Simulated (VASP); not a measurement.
A run of VASP 6.6.1 is set up as follows.

The input INCAR:

```
SYSTEM = InAs
PREC     = Accurate       ! precision mode
ENCUT    = 520            ! plane-wave cutoff, eV
EDIFF    = 1E-6           ! SCF threshold, eV
ISMEAR   = 0              ! smearing method
SIGMA    = 0.15           ! smearing width, eV
LREAL    = .FALSE.        ! projectors in reciprocal space
LASPH    = .TRUE.         ! aspherical terms in the spheres
NELM     = 80             ! most SCF steps
ALGO     = Normal         ! electronic algorithm
ISIF     = 2              ! what is computed and relaxed
LWAVE    = .FALSE.        ! write WAVECAR
LCHARG   = .FALSE.        ! write CHGCAR
GGA      = CA             ! functional
NBANDS   = 16             ! bands
```

The input KPOINTS:

```
regular mesh
0
G
  14 14 14
  0 0 0
```

File POSCAR:

```
InAs
1.0
    0.0000000000      2.6471196800      2.6471196800
    2.6471196800      0.0000000000      2.6471196800
    2.6471196800      2.6471196800      0.0000000000
In As
1 1
Direct
    0.5000000000      0.5000000000      0.5000000000
    0.0000000000      0.0000000000      0.0000000000
```

Potentials or basis: VASP PAW LDA potentials, release 64 (In_d, As).

Command:

```console
$ cat potpaw_LDA.64/In_d/POTCAR potpaw_LDA.64/As/POTCAR > POTCAR
$ mpirun -np 1 vasp_std > vasp.out
```

(1) Predict the pressure.

(2) Estimate the band gap on the k mesh.

## Answers

(1) 20.0 GPa.

(2) zero (band 9 reaches 9.47 eV, above the bottom of band 10 at 6.14 eV).

Caveat: the cell differs from its parent crystal (strain -0.080 along x and y, -0.080 along z); spin-orbit coupling is left out, which moves the levels of the heavy elements.
